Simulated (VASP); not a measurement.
A run of VASP 6.6.1:

Contents of INCAR:

```
SYSTEM = Ca
ALGO = Normal ; EDIFF = 1E-7
ENCUT = 520 ; GGA = PE
ISIF = 2 ; ISMEAR = -1
LASPH = .True. ; LCHARG = .False.
LREAL = .False. ; LWAVE = .False.
NBANDS = 17 ; NELM = 100
PREC = Accurate ; SIGMA = 0.08
```

File KPOINTS:

```
k-points
0
Gamma
  10 10 10
  0 0 0
```

The input POSCAR:

```
Ca
1.0
    0.0000000000      4.1207434094      4.1207434094
    4.1207434094      0.0000000000      4.1207434094
    4.1207434094      4.1207434094      0.0000000000
Ca
2
Direct
   -0.1250000000     -0.1250000000     -0.1250000000
    0.1250000000      0.1250000000      0.1250000000
```

Potentials or basis: VASP PAW PBE potentials, release 64 (Ca_sv).

Command:

```console
$ cat potpaw_PBE.64/Ca_sv/POTCAR > POTCAR
$ mpirun -np 1 vasp_std > vasp.out
```

Hardware: 1 thread of Intel Xeon 8259CL (shared host).

Task: Estimate the wall time of this run.

Result: Run time: 4.1 min on 1 thread of Intel Xeon 8259CL, with other jobs on the host, peak memory 0.35 GiB. Counts: scf iterations 15, k points 47.
